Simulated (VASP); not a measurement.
# NaAl32 (a cell with a defect) in VASP: relaxation of the atoms with PBEsol

Aim: the relaxation of the atoms of NaAl32 (a cell with a defect) with PBEsol.

Everything below comes from runs of VASP 6.6.1. Logs are shortened: lines on timing, memory, paths and dates and some standing lists are left out, and cuts for length are marked.

**1. The cell of the first run**

The cell holds a defect, 33 atoms: a = 8.100 Å, b = 8.100 Å, c = 8.100 Å, α = 90.00°, β = 90.00°, γ = 90.00°.

**2. Relaxation of the atoms, PBEsol**

Contents of INCAR:

```
SYSTEM = NaAl32
PREC     = Accurate       ! precision mode
ENCUT    = 520            ! plane-wave cutoff, eV
EDIFF    = 1E-6           ! SCF threshold, eV
ISMEAR   = -1             ! smearing method
SIGMA    = 0.1            ! smearing width, eV
LREAL    = Auto         
LASPH    = .True.         ! aspherical terms in the spheres
NELM     = 100            ! most SCF steps
ALGO     = Normal         ! electronic algorithm
ISIF     = 2              ! what is computed and relaxed
LWAVE    = .False.        ! write WAVECAR
LCHARG   = .False.        ! write CHGCAR
GGA      = PS             ! functional
IBRION   = 2              ! ionic algorithm
NSW      = 45             ! ionic steps
EDIFFG   = -0.08          ! ionic threshold
KPAR     = 2
```

Contents of KPOINTS:

```
Automatic mesh
0
Gamma
  2 2 2
  0 0 0
```

Contents of POSCAR:

```
NaAl32
1.0
    8.1000000000      0.0000000000      0.0000000000
    0.0000000000      8.1000000000      0.0000000000
    0.0000000000      0.0000000000      8.1000000000
Al Na
32 1
Direct
    0.5000000000      0.0000000000      0.0000000000
    0.7500000000      0.2500000000      0.0000000000
    0.7500000000      0.0000000000      0.2500000000
    0.0000000000      0.0000000000      0.0000000000
    0.2500000000      0.2500000000      0.0000000000
    0.5000000000      0.5000000000      0.0000000000
    0.7500000000      0.7500000000      0.0000000000
    0.2500000000      0.0000000000      0.2500000000
    0.5000000000      0.2500000000      0.2500000000
    0.7500000000      0.5000000000      0.2500000000
    0.5000000000      0.0000000000      0.5000000000
    0.7500000000      0.2500000000      0.5000000000
    0.7500000000      0.0000000000      0.7500000000
    0.0000000000      0.5000000000      0.0000000000
    0.2500000000      0.7500000000      0.0000000000
    0.0000000000      0.2500000000      0.2500000000
    0.2500000000      0.5000000000      0.2500000000
    0.5000000000      0.7500000000      0.2500000000
    0.0000000000      0.0000000000      0.5000000000
    0.2500000000      0.2500000000      0.5000000000
    0.5000000000      0.5000000000      0.5000000000
    0.7500000000      0.7500000000      0.5000000000
    0.2500000000      0.0000000000      0.7500000000
    0.5000000000      0.2500000000      0.7500000000
    0.7500000000      0.5000000000      0.7500000000
    0.0000000000      0.7500000000      0.2500000000
    0.0000000000      0.5000000000      0.5000000000
    0.2500000000      0.7500000000      0.5000000000
    0.0000000000      0.2500000000      0.7500000000
    0.2500000000      0.5000000000      0.7500000000
    0.5000000000      0.7500000000      0.7500000000
    0.0000000000      0.7500000000      0.7500000000
    0.5111289000      0.7517308000      0.5013954000
```

Potentials or basis: VASP PAW PBE potentials, release 64 (Al, Na_pv).

Started as:

```console
cat potpaw_PBE.64/Al/POTCAR potpaw_PBE.64/Na_pv/POTCAR > POTCAR
mpirun -np 4 vasp_std > vasp.out
```

OUTCAR:

```text
SYSTEM = NaAl32
   PREC = Accurate
   ENCUT = 520
   EDIFF = 1E-6
   ISMEAR = -1
   LREAL = Auto
   LASPH = .True.
   NELM = 100
   ISIF = 2
   GGA = PS
   IBRION = 2
   NSW = 45
   EDIFFG = -0.08

 ion  position               nearest neighbor table
   1  0.500  0.000  0.000-   2 2.86   3 2.86   5 2.86   7 2.86   8 2.86   9 2.86  13 2.86  15 2.86
                            18 2.86  23 2.86  24 2.86  31 2.86
   2  0.750  0.250  0.000-   1 2.86   3 2.86   4 2.86   6 2.86   9 2.86  10 2.86  13 2.86  14 2.86
                            16 2.86  24 2.86  25 2.86  29 2.86
   3  0.750  0.000  0.250-   1 2.86   2 2.86   4 2.86   7 2.86   9 2.86  11 2.86  12 2.86  16 2.86
                            18 2.86  19 2.86  22 2.86  26 2.86
   4  0.000  0.000  0.000-   2 2.86   3 2.86   5 2.86   7 2.86   8 2.86  13 2.86  15 2.86  16 2.86
                            23 2.86  26 2.86  29 2.86  32 2.86
   5  0.250  0.250  0.000-   1 2.86   4 2.86   6 2.86   8 2.86   9 2.86  14 2.86  16 2.86  17 2.86
                            23 2.86  24 2.86  29 2.86  30 2.86
   6  0.500  0.500  0.000-   2 2.86   5 2.86   7 2.86   9 2.86  10 2.86  15 2.86  17 2.86  18 2.86
                            24 2.86  25 2.86  30 2.86  31 2.86
   7  0.750  0.750  0.000-   1 2.86   3 2.86   4 2.86   6 2.86  10 2.86  13 2.86  14 2.86  18 2.86
                            25 2.86  26 2.86  31 2.86  32 2.86
   8  0.250  0.000  0.250-   1 2.86   4 2.86   5 2.86   9 2.86  11 2.86  15 2.86  16 2.86  18 2.86
                            19 2.86  20 2.86  26 2.86  28 2.86
   9  0.500  0.250  0.250-   1 2.86   2 2.86   3 2.86   5 2.86   6 2.86   8 2.86  10 2.86  11 2.86
[... 32 lines left out ...]
                            27 2.86  29 2.86  31 2.86  32 2.86
  26  0.000  0.750  0.250-   3 2.86   4 2.86   7 2.86   8 2.86  10 2.86  14 2.86  15 2.86  17 2.86
                            19 2.86  22 2.86  27 2.86  28 2.86
  27  0.000  0.500  0.500-  10 2.86  12 2.86  16 2.86  17 2.86  20 2.86  22 2.86  25 2.86  26 2.86
                            28 2.86  29 2.86  30 2.86  32 2.86
  28  0.250  0.750  0.500-  33 2.12  11 2.86  17 2.86  18 2.86  19 2.86  21 2.86  23 2.86  26 2.86
                            27 2.86  30 2.86  31 2.86  32 2.86   8 2.86
  29  0.000  0.250  0.750-   2 2.86   4 2.86   5 2.86  12 2.86  13 2.86  14 2.86  19 2.86  20 2.86
                            23 2.86  25 2.86  27 2.86  30 2.86
  30  0.250  0.500  0.750-   5 2.86   6 2.86  14 2.86  15 2.86  20 2.86  21 2.86  24 2.86  27 2.86
                            28 2.86  29 2.86  31 2.86  32 2.86
  31  0.500  0.750  0.750-  33 2.02   6 2.86   7 2.86  11 2.86  13 2.86  15 2.86  21 2.86  22 2.86
                            23 2.86  25 2.86  28 2.86  30 2.86   1 2.86
  32  0.000  0.750  0.750-   4 2.86   7 2.86  13 2.86  14 2.86  15 2.86  19 2.86  22 2.86  23 2.86
                            25 2.86  27 2.86  28 2.86  30 2.86
  33  0.511  0.752  0.501-  22 1.93  11 2.01  31 2.02  18 2.04  21 2.04  28 2.12

  LATTYP: Found a simple cubic cell.
 ALAT       =     8.1000000000

  Lattice vectors:

 A1 = (   8.1000000000,   0.0000000000,   0.0000000000)
 A2 = (   0.0000000000,   8.1000000000,   0.0000000000)
 A3 = (   0.0000000000,   0.0000000000,   8.1000000000)
[... 202 lines left out ...]
   LRPA    =     F    only Hartree local field effects (RPA)
 conjugate gradient relaxation of ions
 non-spin polarized calculation
  energy-cutoff  :      520.00
  volume of cell :      531.44
 maximum number of plane-waves:     14400
   NGX = 31   NGY = 31   NGZ = 31

--------------------------------------- Ionic step        1  -------------------------------------------

 number of electron     102.9999998 magnetization

 Free energy of the ion-electron system (eV)
  ---------------------------------------------------
  ext. energy  EPLUGINS =         0.00000000
  ---------------------------------------------------
  free energy    TOTEN  =      -120.69832407 eV

  energy without entropy =     -120.11508766  energy(sigma->0) =     -120.40670586

------------------------ aborting loop because EDIFF is reached ----------------------------------------

  FORCE on cell =-STRESS in cart. coord.  units (eV):
  Direction    XX          YY          ZZ          XY          YZ          ZX
  --------------------------------------------------------------------------------------
  -------------------------------------------------------------------------------------
  Total       17.5422439     17.2414103     17.2388037     -0.0669060     -0.0082856     -0.0541247
  in kB       52.8859938     51.9790471     51.9711887     -0.2017068     -0.0249794     -0.1631741
  external PRESSURE =      52.2787432 kB  Pullay stress =       0.0000000 kB
[... 182 lines left out ...]
  FREE ENERGIE OF THE ION-ELECTRON SYSTEM (eV)
  ---------------------------------------------------
  free  energy   TOTEN  =      -127.0012970124 eV

  energy  without entropy=     -126.4424052040  energy(sigma->0) =     -126.72185111

[... ionic steps 4 to 7 ...]

--------------------------------------- Ionic step        8  -------------------------------------------

 number of electron     102.9999986 magnetization

------------------------ aborting loop because EDIFF is reached ----------------------------------------
[... 129 lines left out ...]
--------------------------------------- Ionic step       10  -------------------------------------------

 number of electron     102.9999988 magnetization

 Free energy of the ion-electron system (eV)
  ---------------------------------------------------
  ext. energy  EPLUGINS =         0.00000000
  ---------------------------------------------------
  free energy    TOTEN  =      -128.59585917 eV

  energy without entropy =     -128.29215779  energy(sigma->0) =     -128.44400848

 E-fermi :   7.7881     XC(G=0): -10.3005

 val. band max:        7.7824134755   @ k =   0.5000   0.0000   0.0000
 cond. band min:       7.9039521543   @ k =   0.5000   0.5000   0.5000
 fundamental gap:      0.1215386789
 Fermi energy:         7.7881106371

 k-point     1 :       0.0000    0.0000    0.0000
  band No.  band energies     occupation
      1     -16.3221      2.00000
      2     -16.3221      2.00000
      3     -16.3189      2.00000
      4      -3.2345      2.00000
      5      -1.3922      2.00000
      6      -1.3892      2.00000
[... 517 lines left out ...]
     62      10.9114      0.00000
     63      10.9276      0.00000
 [bands above 63 left out]

------------------------ aborting loop because EDIFF is reached ----------------------------------------

  FORCE on cell =-STRESS in cart. coord.  units (eV):
  Direction    XX          YY          ZZ          XY          YZ          ZX
  --------------------------------------------------------------------------------------
  -------------------------------------------------------------------------------------
  Total       15.2758729     15.2532726     15.2549530     -0.0155230      0.0009702     -0.0112986
  in kB       46.0533855     45.9852505     45.9903168     -0.0467985      0.0029248     -0.0340628
  external PRESSURE =      46.0096509 kB  Pullay stress =       0.0000000 kB
[... 48 lines left out ...]
  FREE ENERGIE OF THE ION-ELECTRON SYSTEM (eV)
  ---------------------------------------------------
  free  energy   TOTEN  =      -128.5958591658 eV

  energy  without entropy=     -128.2921577916  energy(sigma->0) =     -128.44400848

 reached required accuracy - stopping structural energy minimisation
```

CONTCAR:

```text
NaAl32
   1.00000000000000
     8.0999999999999996    0.0000000000000000    0.0000000000000000
     0.0000000000000000    8.0999999999999996    0.0000000000000000
     0.0000000000000000    0.0000000000000000    8.0999999999999996
  Al              Na
    32     1
Direct
     0.5001160815443735    0.0212961717183855    0.0002150686227792
     0.7576759269545754    0.2499576725714777    0.9999621514746720
     0.7477651483123974    0.9973463054811788    0.2527574808595361
     0.9997995668483916    0.0079339250460276    0.9999608004206634
     0.2420079077338019    0.2499534437167629    0.9999599767931622
     0.5001231050331451    0.4785740488084098    0.0002118670616395
[... 25 lines left out ...]
     0.0014548774433815    0.7500038070555465    0.7719544814424151
     0.5069756344293617    0.7511593996252608    0.5009333745423320

  0.00000000E+00  0.00000000E+00  0.00000000E+00
  0.00000000E+00  0.00000000E+00  0.00000000E+00
  0.00000000E+00  0.00000000E+00  0.00000000E+00
  0.00000000E+00  0.00000000E+00  0.00000000E+00
  0.00000000E+00  0.00000000E+00  0.00000000E+00
  0.00000000E+00  0.00000000E+00  0.00000000E+00
[... 25 lines left out ...]
  0.00000000E+00  0.00000000E+00  0.00000000E+00
  0.00000000E+00  0.00000000E+00  0.00000000E+00
```

It took 16 min on 4 MPI ranks of Intel Xeon Platinum 8259CL at 2.50GHz (Skylake/Cascade Lake), shared host; peak memory 0.39 GiB.

What came out:

* Free energy: -128.5959 eV
* Energy gained by relaxing: 239.3 meV/atom
* Ionic steps: 10
* Pressure after relaxing: 4.6 GPa
* Largest force after relaxing: 0.073 eV/Å
* Band gap on the k mesh: zero (an odd number of electrons rules out a gap without spin polarisation)

Forces on the atoms (eV/Å):
```
Al   0.008  0.011 -0.004
Al   0.013  0.000  0.000
Al  -0.005 -0.007  0.009
Al  -0.002  0.010  0.000
Al  -0.010 -0.001  0.000
Al   0.008 -0.013 -0.004
Al   0.006  0.001 -0.005
Al   0.002 -0.002  0.003
Al   0.009 -0.005 -0.013
Al  -0.003  0.008  0.007
Al   0.034 -0.003  0.005
Al   0.006 -0.006  0.001
Al  -0.007 -0.008 -0.008
Al  -0.003 -0.009  0.000
Al  -0.025  0.001 -0.004
Al  -0.003  0.000 -0.009
Al   0.001  0.003  0.002
Al   0.030  0.006  0.012
Al  -0.026  0.001  0.001
Al  -0.025 -0.005  0.001
Al   0.030  0.012  0.004
Al  -0.010  0.006  0.005
Al   0.004 -0.003 -0.003
Al   0.008 -0.005  0.011
Al  -0.005  0.009 -0.007
Al  -0.024  0.001 -0.002
Al  -0.024 -0.003  0.001
Al   0.073  0.003  0.003
Al  -0.002  0.000  0.010
Al   0.002  0.003 -0.002
Al   0.034  0.006 -0.003
Al  -0.026  0.001  0.001
Na  -0.069 -0.012 -0.009
```

The path:
| step | energy change (eV) | largest force (eV/Å) | pressure (GPa) |
| --- | --- | --- | --- |
| 1 | 0.0000 | 7.0859 | 5.23 |
| 2 | -5.7600 | 2.0262 | 3.81 |
| 3 | -6.3030 | 1.4014 | 4.04 |
| 4 | -6.3726 | 1.2396 | 4.27 |
| 5 | -7.2175 | 0.7130 | 4.00 |
| 6 | -7.6067 | 1.3561 | 4.22 |
| 7 | -7.8370 | 0.5643 | 4.47 |
| 8 | -7.8635 | 0.2602 | 4.64 |
| 9 | -7.8964 | 0.0819 | 4.60 |
| 10 | -7.8975 | 0.0734 | 4.60 |

Final structure:
```
CELL_PARAMETERS angstrom
8.10000 0.00000 0.00000
0.00000 8.10000 0.00000
0.00000 0.00000 8.10000
ATOMIC_POSITIONS crystal
Al 0.50012 0.02130 0.00022
Al 0.75768 0.24996 0.99996
Al 0.74777 0.99735 0.25276
Al 0.99980 0.00793 0.99996
Al 0.24201 0.24995 0.99996
Al 0.50012 0.47857 0.00021
Al 0.77064 0.75000 0.00021
Al 0.25238 0.99813 0.25199
Al 0.50012 0.25026 0.22859
Al 0.74788 0.50266 0.25265
Al 0.49796 0.07197 0.49974
Al 0.77064 0.25025 0.50000
Al 0.74767 0.99725 0.74724
Al 0.99980 0.49199 0.99996
Al 0.22855 0.75001 0.00020
Al 0.99980 0.24995 0.24200
Al 0.25226 0.50188 0.25187
Al 0.49802 0.74968 0.17924
Al 0.00146 0.02194 0.50000
Al 0.22856 0.25026 0.50000
Al 0.49804 0.42936 0.49975
Al 0.82649 0.74962 0.49970
Al 0.25248 0.99802 0.74801
Al 0.50011 0.25026 0.77132
Al 0.74779 0.50275 0.74736
Al 0.00148 0.75000 0.22793
Al 0.00149 0.47792 0.50000
Al 0.18146 0.74974 0.49978
Al 0.99980 0.24995 0.75794
Al 0.25235 0.50198 0.74814
Al 0.49797 0.74968 0.82183
Al 0.00145 0.75000 0.77195
Na 0.50698 0.75116 0.50093
```

Caveat: the k points lie up to 0.39 Å⁻¹ apart, too coarse for converged energies and pressures of a metal; the PAW data sets were made with another functional, which shifts forces and pressure a little; the relaxation stopped at a loose force limit of 0.08 eV/Å, so its end isn't a converged minimum.

The gap in the log of VASP goes by the Fermi energy; the results here count the filled bands.